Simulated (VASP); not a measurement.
Write the native input for VASP 6.6.1 that does the following.

* Task: relaxation of cell and atoms
* Functional: LDA
* Potentials or basis: VASP PAW LDA potentials, release 64 (La, Mg)
* Cutoff: 600 eV
* k mesh: 8 × 8 × 8
* Occupations: gaussian, width 0.1 eV
* Spin: no spin polarisation
* Dipole correction: no
* Further INCAR settings: ALGO = Normal; EDIFF = 1e-06; IBRION = 2; EDIFFG = -0.002; NSW = 100; ISIF = 3

The structure of LaMg2 lies in POSCAR:

```
LaMg2
1.0
    0.0000000000      4.2829499609      4.2829499609
    4.2829499609      0.0000000000      4.2829499609
    4.2829499609      4.2829499609      0.0000000000
La Mg
2 4
Direct
    0.7500000000      0.7500000000      0.7500000000
    0.5000000000      0.5000000000      0.5000000000
    0.1250000000      0.1250000000      0.1250000000
    0.6250000000      0.1250000000      0.1250000000
    0.1250000000      0.1250000000      0.6250000000
    0.1250000000      0.6250000000      0.1250000000
```

The input as run:

INCAR

```
SYSTEM = LaMg2
ALGO = Normal ; EDIFF = 1E-6
EDIFFG = -0.002 ; ENCUT = 600
GGA = CA ; IBRION = 2
ISIF = 3 ; ISMEAR = 0
LASPH = .TRUE. ; LCHARG = .FALSE.
LREAL = .FALSE. ; LWAVE = .FALSE.
NELM = 100 ; NSW = 100
PREC = Accurate ; SIGMA = 0.1
```

KPOINTS

```
k-points
0
G
  8 8 8
  0 0 0
```

Potentials or basis: VASP PAW LDA potentials, release 64 (La, Mg).

Run with:

```console
$ cat potpaw_LDA.64/La/POTCAR potpaw_LDA.64/Mg/POTCAR > POTCAR
$ mpirun -np 1 vasp_std > vasp.out
```

Results of the run:

```yaml
Relaxed_volume: 25.97 Å³/atom
Relaxed_cell: a = 6.040 Å, b = 6.040 Å, c = 6.040 Å, α = 60.00°, β = 60.00°, γ = 60.00°
Space_group_after_relaxing_to_0.1_Å: Fd-3m (No. 227)
Energy_gained_by_relaxing: 0.2 meV/atom
Ionic_steps: 3
Pressure_after_relaxing: 0.0 GPa
Band_gap_on_the_k_mesh: zero (bands 15 and 16 overlap by 1.00 eV)
```

Caveat: spin-orbit coupling is left out, which moves the levels of the heavy elements.

It took 2.6 min on 1 thread of AMD EPYC 9R45 96-Core Processor (Zen 5), on a shared host, peak memory 0.31 GiB.
